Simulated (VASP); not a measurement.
# W (I4/mmm) in VASP: a series of runs

W is run at these levels: LDA; tasks: single point.

Everything below comes from runs of VASP 6.6.1. Logs are shortened: lines on timing, memory, paths and dates and some standing lists are left out, and cuts for length are marked.

## (1) The cell of the first run

Symmetry: I4/mmm, No. 139, tetragonal system. Conventional cell: a = 2.811 Å, b = 2.811 Å, c = 3.776 Å, α = 90.00°, β = 90.00°, γ = 90.00°. W (site symmetry 4/mmm) has 12 W at 2.74 to 2.81 Å within 3.6 Å.

## (2) Single point, LDA (14.92 Å³/atom)

Contents of INCAR:

```
SYSTEM = W
  PREC = Accurate
  ENCUT = 520
  EDIFF = 1E-7
  ISMEAR = 0
  SIGMA = 0.15
  LREAL = .FALSE.
  LASPH = .TRUE.
  NELM = 60
  ALGO = Fast
  ISIF = 2
  LWAVE = .FALSE.
  LCHARG = .TRUE.
  LELF = .TRUE.
  LVHAR = .TRUE.
  NBANDS = 13
```

Contents of KPOINTS:

```
regular mesh
0
G
  22 22 22
  0 0 0
```

Contents of POSCAR:

```
W
1.0
    0.0000000000      1.9880046366      1.8882068038
    1.9880046366      0.0000000000      1.8882068038
    1.9880046366      1.9880046366      0.0000000000
W
1
Direct
    0.0000000000      0.0000000000      0.0000000000
```

Potentials or basis: VASP PAW LDA potentials, release 64 (W_sv).

Started as:

```
> cat potpaw_LDA.64/W_sv/POTCAR > POTCAR
> mpirun -np 1 vasp_std > vasp.out
```

OUTCAR:

```text
SYSTEM = W
   PREC = Accurate
   ENCUT = 520
   EDIFF = 1E-7
   ISMEAR = 0
   LREAL = .FALSE.
   LASPH = .TRUE.
   NELM = 60
   ISIF = 2

 ion  position               nearest neighbor table
   1  0.000  0.000  0.000-

  LATTYP: Found a body centered tetragonal cell.
 ALAT       =     2.8114631191
 C/A-ratio  =     1.3432200415

  Lattice vectors:

 A1 = (   0.0000000000,  -1.9880046366,  -1.8882068038)
 A2 = (   0.0000000000,   1.9880046366,  -1.8882068038)
 A3 = (   1.9880046366,   0.0000000000,   1.8882068038)

Analysis of symmetry for initial positions (statically):
=====================================================================
 Subroutine PRICEL returns:
 Original cell was already a primitive cell.

 Routine SETGRP: Setting up the symmetry group for a
 body centered tetragonal supercell.

 Subroutine GETGRP returns: Found 16 space group operations
 (whereof 16 operations were pure point group operations)
 out of a pool of 16 trial point group operations.

The static configuration has the point symmetry D_4h.

Analysis of symmetry for dynamics (positions and initial velocities):
=====================================================================
 Subroutine PRICEL returns:
 Original cell was already a primitive cell.

 Routine SETGRP: Setting up the symmetry group for a
 body centered tetragonal supercell.

 Subroutine GETGRP returns: Found 16 space group operations
 (whereof 16 operations were pure point group operations)
 out of a pool of 16 trial point group operations.

The dynamic configuration has the point symmetry D_4h.

 Subroutine INISYM returns: Found 16 space group operations
 (whereof 16 operations are pure point group operations),
 and found     1 'primitive' translations

----------------------------------------------------------------------------------------

                                     Primitive cell

  volume of cell :      14.9250

  direct lattice vectors                    reciprocal lattice vectors
     0.000000000  1.988004637  1.888206804    -0.251508468  0.251508468  0.264801503
     1.988004637  0.000000000  1.888206804     0.251508468 -0.251508468  0.264801503
     1.988004637  1.988004637  0.000000000     0.251508468  0.251508468 -0.264801503

  length of vectors
     2.741803671  2.741803671  2.811463119     0.443433033  0.443433033  0.443433033

  position of ions in fractional coordinates (direct lattice)
[... 83 lines left out ...]
   ISIF   =      2    stress and relaxation
   ISYM   =      2    0-nonsym 1-usesym 2-fastsym
   POTIM  = 0.5000    time-step for ionic-motion
   TEBEG  =    0.0;   TEEND  =   0.0 temperature during run
   PSTRESS=    0.0 pullay stress
   NELECT =      14.0000    total number of electrons
   NUPDOWN=      -1.0000    fix difference up-down
   EMIN   =  10.00;   EMAX   =-10.00  energy-range for DOS
   EFERMI =   0.00;   METHOD = LEGACY
   ISMEAR =     0;   SIGMA  =   0.15  broadening in eV -4-tet -1-fermi 0-gaus
   EFERMI_NEDOS =   21; number of points for ismear=-14 and -15
   IALGO  =     68    algorithm
   IMIX   =      4    mixing-type and parameters
     AMIX     =   0.40;   BMIX     =  1.00
     AMIX_MAG =   1.60;   BMIX_MAG =  1.00
  volume/ion in A,a.u.               =      14.92       100.72
  Fermi-wavevector in a.u.,A,eV,Ry     =   1.602554  3.028388 34.942210  2.568180
  Thomas-Fermi vector in A             =   2.699357
   LORBIT       =      0    0 simple, 1 ext, 2 COOP (PROOUT), +10 PAW based schemes
   GGA     = CA    functional components
   LHFCALC =     F    Hartree Fock is set to
   AEXX    =    0.0000 exact exchange contribution
   IVDW    =     0    specifies the selected vdW correction
   LEPSILON=     F    determine dielectric tensor
   LRPA    =     F    only Hartree local field effects (RPA)
 non-spin polarized calculation
 RMM-DIIS sequential band-by-band and
 Gauss-broadening in eV      SIGMA  =   0.15
  energy-cutoff  :      520.00
  volume of cell :       14.92
 maximum number of plane-waves:       428
   NGX = 11   NGY = 11   NGZ = 11

 number of electron      14.0000000 magnetization

 Free energy of the ion-electron system (eV)
  ---------------------------------------------------
  ext. energy  EPLUGINS =         0.00000000
  ---------------------------------------------------
  free energy    TOTEN  =       -13.59811399 eV

  energy without entropy =      -13.58642084  energy(sigma->0) =      -13.59226742

 E-fermi :  11.8042     XC(G=0): -14.1586

 val. band max:       11.8033970918   @ k =   0.4545   0.1818   0.0455
 cond. band min:      11.8055486685   @ k =   0.2273   0.1364   0.0909
 fundamental gap:      0.0021515767
 Fermi energy:        11.8041735878

 k-point     1 :       0.0000    0.0000    0.0000
  band No.  band energies     occupation
      1     -61.3491      2.00000
      2     -25.0873      2.00000
      3     -25.0873      2.00000
      4     -25.0500      2.00000
      5       2.3447      2.00000
      6      10.7853      2.00000
      7      10.7853      2.00000
      8      11.5066      1.99498
      9      13.9709      0.00000
     10      15.0446      0.00000
     11      24.7381      0.00000
     12      29.7071      0.00000
     13      29.7071      0.00000
[... 354 lines left out ...]
  band No.  band energies     occupation
      1     -61.1805      2.00000
      2     -26.6488      2.00000
      3     -25.3539      2.00000
      4     -25.2458      2.00000
      5       5.7092      2.00000
      6      10.3953      2.00000
      7      10.9911      2.00000
      8      12.6561      0.00000
      9      17.3631      0.00000
     10      17.4445      0.00000
     11      23.4779      0.00000
     12      24.7940      0.00000
     13      31.5728      0.00000

 [... further k-points ...]

------------------------ aborting loop because EDIFF is reached ----------------------------------------

  FORCE on cell =-STRESS in cart. coord.  units (eV):
  Direction    XX          YY          ZZ          XY          YZ          ZX
  --------------------------------------------------------------------------------------
  -------------------------------------------------------------------------------------
  Total        2.2831113      2.2831113      0.7623353      0.0000000      0.0000000      0.0000000
  in kB      245.0887183    245.0887183     81.8355982      0.0000000      0.0000000      0.0000000
  external PRESSURE =     190.6710116 kB  Pullay stress =       0.0000000 kB

 VOLUME and BASIS-vectors are now :
 -----------------------------------------------------------------------------
  energy-cutoff  :      520.00
  volume of cell :       14.92
      direct lattice vectors                 reciprocal lattice vectors
     0.000000000  1.988004637  1.888206804    -0.251508468  0.251508468  0.264801503
     1.988004637  0.000000000  1.888206804     0.251508468 -0.251508468  0.264801503
     1.988004637  1.988004637  0.000000000     0.251508468  0.251508468 -0.264801503

 POSITION                                       TOTAL-FORCE (eV/Angst)
 -----------------------------------------------------------------------------------
      0.00000      0.00000      0.00000         0.000000     -0.000000      0.000000
 -----------------------------------------------------------------------------------
    total drift:                                0.000000     -0.000000      0.000000

  FREE ENERGIE OF THE ION-ELECTRON SYSTEM (eV)
  ---------------------------------------------------
  free  energy   TOTEN  =       -13.5981139873 eV

  energy  without entropy=      -13.5864208433  energy(sigma->0) =      -13.59226742
```

OSZICAR:

```text
N       E                     dE             d eps       ncg     rms          rms(c)
DAV:   1     0.830405529702E+02    0.83041E+02   -0.74488E+03 21800   0.123E+03
DAV:   2    -0.125661737516E+02   -0.95607E+02   -0.91988E+02 24044   0.317E+02
DAV:   3    -0.141817830384E+02   -0.16156E+01   -0.16089E+01 23944   0.396E+01
DAV:   4    -0.141879942241E+02   -0.62112E-02   -0.62110E-02 24404   0.270E+00
DAV:   5    -0.141880411717E+02   -0.46948E-04   -0.46947E-04 24374   0.223E-01    0.229E+01
RMM:   6    -0.137276207637E+02    0.46042E+00   -0.32439E-01 23465   0.519E+00    0.992E+00
RMM:   7    -0.136020381138E+02    0.12558E+00   -0.22476E-01 23676   0.431E+00    0.456E-01
RMM:   8    -0.135981010124E+02    0.39371E-02   -0.90065E-03 26938   0.108E+00    0.154E-01
RMM:   9    -0.135981015604E+02   -0.54806E-06   -0.13150E-03 26690   0.444E-01    0.342E-02
RMM:  10    -0.135981157861E+02   -0.14226E-04   -0.14163E-04 28952   0.154E-01    0.136E-02
RMM:  11    -0.135981128231E+02    0.29631E-05   -0.51487E-05 27390   0.871E-02    0.779E-03
RMM:  12    -0.135981137076E+02   -0.88457E-06   -0.11632E-05 28368   0.420E-02    0.165E-03
RMM:  13    -0.135981139212E+02   -0.21353E-06   -0.24314E-06 24541   0.181E-02    0.179E-03
RMM:  14    -0.135981139873E+02   -0.66179E-07   -0.69072E-07 20924   0.921E-03
   1 F= -.13598114E+02 E0= -.13592267E+02  d E =-.116931E-01
```

stdout:

```text
POSCAR found type information on POSCAR W
 POSCAR found :  1 types and       1 ions
 scaLAPACK will be used
 LDA part: xc-table for (Slater(with rela. corr.)+CA(PZ))
 , standard interpolation
 POSCAR, INCAR and KPOINTS ok, starting setup
 FFT: planning ... GRIDC
 FFT: planning ... GRID_SOFT
 FFT: planning ... GRID
 WAVECAR not read
 entering main loop
WARNING in EDDRMM: call to ZHEGV failed, returncode =   8  4     12
WARNING in EDDRMM: call to ZHEGV failed, returncode =   8  4     12
WARNING in EDDRMM: call to ZHEGV failed, returncode =   6  3     12
WARNING in EDDRMM: call to ZHEGV failed, returncode =   8  4     11
WARNING in EDDRMM: call to ZHEGV failed, returncode =   6  3     13
WARNING in EDDRMM: call to ZHEGV failed, returncode =   8  4     11
WARNING in EDDRMM: call to ZHEGV failed, returncode =   8  4     12
WARNING in EDDRMM: call to ZHEGV failed, returncode =   8  4     13
```

It took 1.7 min on 1 thread of Intel Xeon Platinum 8375C at 2.90GHz (Ice Lake), shared host; peak memory 0.25 GiB.

Results:

| Item | Value |
| --- | --- |
| Free energy | -13.5981 eV |
| Pressure | 19.1 GPa |
| Band gap on the k mesh | zero (bands 7 and 8 overlap by 5.16 eV) |

Levels at points of the mesh, in eV from the Fermi level:
```tsv
k point	band 3	band 4	band 5	band 6	band 7	band 8	band 9	band 10	band 11	band 12
(0.00, 0.00, 0.00)	-36.89	-36.85	-9.46	-1.02	-1.02	-0.30	2.17	3.24	12.93	17.90
(0.50, 0.00, 0.00)	-37.16	-37.02	-6.19	-1.50	-0.63	1.06	5.32	5.89	11.75	12.54
(0.50, 0.50, 0.00)	-37.55	-37.55	-6.25	-5.35	4.47	5.52	6.50	6.50	12.06	12.06
(0.50, 0.00, 0.50)	-37.46	-37.34	-6.27	-5.15	3.36	5.51	6.01	6.88	12.36	13.38
```

Caveat: the cell stands under pressure; spin-orbit coupling is left out, which moves the levels of the heavy elements.

## (3) Single point, LDA (14.92 Å³/atom)

Contents of INCAR:

```
PREC = Accurate
ENCUT = 520
EDIFF = 1E-6
ISMEAR = 0
SIGMA = 0.15
LREAL = False
LASPH = True
NELM = 60
ALGO = Fast
ISIF = 2
LWAVE = False
LCHARG = True
LELF = True
LVHAR = True
NBANDS = 13
```

Contents of KPOINTS:

```
Automatic mesh
0
Gamma
  22 22 22
```

Contents of POSCAR:

```
W
1.0
    0.0000000000      2.2805094527      1.4348965476
    2.2805094527      0.0000000000      1.4348965476
    2.2805094527      2.2805094527      0.0000000000
W
1
Direct
    0.0000000000      0.0000000000      0.0000000000
```

Potentials or basis: VASP PAW LDA potentials, release 64 (W_sv).

Started as:

```
> cat potpaw_LDA.64/W_sv/POTCAR > POTCAR
> mpirun -np 1 vasp_std > vasp.out
```

Run time: 100 s. Hardware: 1 thread of Intel Xeon Platinum 8375C at 2.90GHz (Ice Lake), shared host; peak memory 0.25 GiB.

It converged, with:

```
Free energy            : -13.9234 eV
Pressure               : 16.3 GPa
Band gap on the k mesh : zero (bands 7 and 8 overlap by 6.96 eV)
```

Stress tensor (GPa, compression positive):
```
 2.08  0.00  0.00
 0.00  2.08  0.00
 0.00  0.00 44.66
```

Levels at points of the mesh, in eV from the Fermi level:
| k point | band 3 | band 4 | band 5 | band 6 | band 7 | band 8 | band 9 | band 10 | band 11 | band 12 |
| --- | --- | --- | --- | --- | --- | --- | --- | --- | --- | --- |
| (0.00, 0.00, 0.00) | -37.40 | -37.29 | -9.86 | -2.39 | -0.60 | -0.60 | 1.00 | 3.37 | 14.08 | 14.08 |
| (0.50, 0.00, 0.00) | -37.93 | -37.46 | -6.65 | -4.37 | 1.50 | 2.18 | 4.67 | 6.60 | 11.67 | 12.45 |
| (0.50, 0.50, 0.00) | -38.59 | -38.15 | -6.50 | -6.17 | 5.49 | 5.49 | 6.01 | 7.83 | 7.83 | 11.10 |
| (0.50, 0.00, 0.50) | -37.70 | -37.33 | -6.64 | -2.57 | 0.45 | 0.76 | 2.57 | 6.45 | 11.49 | 12.17 |

Caveat: the cell stands under pressure; spin-orbit coupling is left out, which moves the levels of the heavy elements.
